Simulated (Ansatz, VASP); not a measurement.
**NiSb: VASP beside Ansatz**

```xyz
4
Lattice="3.9797 0.0000 0.0000 -1.9898 3.4465 0.0000 0.0000 0.0000 5.1874" Properties=species:S:1:pos:R:3 pbc="T T T"
Sb    1.9898    1.1488    3.8905
Sb    0.0000    2.2977    1.2968
Ni    0.0000    0.0000    2.5937
Ni    0.0000    0.0000    0.0000
```

Change from the starting cell: volume scaled by 1.04.

Alike in both runs: task single point; functional PBEsol; k mesh 8 × 8 × 5; occupations fermi-dirac, width 0.05 eV; collinear spin.

```csv
,VASP,Ansatz
version,VASP 6.6.1,Ansatz 0.2.0
potentials or method,"VASP PAW PBE potentials, release 64 (Sb, Ni), cutoff 520 eV","all-electron LAPW, scalar-relativistic"
```

```tsv
	VASP	Ansatz	Ansatz less VASP
gap on the k mesh at the Fermi level (eV)	none	none	-
pressure (GPa)	-6.2	-6.3	-0.07
traceless stress, the component that is largest in VASP (GPa)	-0.40	-0.50	-0.098
net moment per atom (μB)	0.00	0.00	0.000
```

VASP's potentials were made for PBE, not for PBEsol. A gap of «none» marks a metal or a gap that the smearing closes. Ansatz ran all-electron here, and VASP with PAW potentials.

Neither program's run includes spin-orbit coupling.
